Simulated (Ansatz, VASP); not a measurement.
Pb in VASP and in Ansatz

File INCAR:

```
  ALGO = Normal
  EDIFF = 1E-6
  ENCUT = 520
  GGA = PS
  ISIF = 2
  ISMEAR = -1
  LASPH = True
  LCHARG = False
  LREAL = False
  LWAVE = False
  NBANDS = 13
  NELM = 100
  PREC = Accurate
  SIGMA = 0.1
```

The input KPOINTS:

```
k-points
0
Gamma
  15 15 15
```

Contents of POSCAR:

```
Pb
1.0
    0.0000000000      2.1373098038      2.1373098038
    2.1373098038      0.0000000000      2.1373098038
    2.1373098038      2.1373098038      0.0000000000
Pb
1
Direct
    0.0000000000      0.0000000000      0.0000000000
```

Input for Ansatz:

```yaml
crystal:
  lattice:
    - [0.0, 2.1373098038, 2.1373098038]
    - [2.1373098038, 0.0, 2.1373098038]
    - [2.1373098038, 2.1373098038, 0.0]
  atoms:
    - { symbol: Pb, position: [0.0, 0.0, 0.0] }
kpoints:
  mp_grid: { grid: [15, 15, 15] }
scf:
  occupations: { method: fermi_dirac, width: 0.1 }
hamiltonian:
  xc: pbesol
  pseudopotentials: { kind: paw }
output:
  forces: true
  stress: true
  eigenvalues: true
  populations: true
  write_density: true
  write_potential: true
  elf: true
  volumetric_format: npy
```

Change from the starting cell: volume scaled by 0.65, PAW files.

Alike in both runs: task single point; functional PBEsol; k mesh 15 × 15 × 15; occupations fermi-dirac, width 0.1 eV; no spin polarisation.

|  | VASP | Ansatz |
| --- | --- | --- |
| version | VASP 6.6.1 | Ansatz 0.2.0 |
| potentials or method | VASP PAW PBE potentials, release 64 (Pb_d) | PAW with Ansatz's default frozen-core files, scalar-relativistic |
| plane-wave cutoff (eV) | 520 | 420 |
| valence electrons in the cell | 14 | 14 |

```tsv
	VASP	Ansatz	Ansatz less VASP
pressure (GPa)	58.7	58.8	+0.13
```

VASP's potentials were made for PBE, not for PBEsol. Both programs put the cell under a high pressure, so it lies far from rest at this level.

Spin-orbit coupling is off throughout.
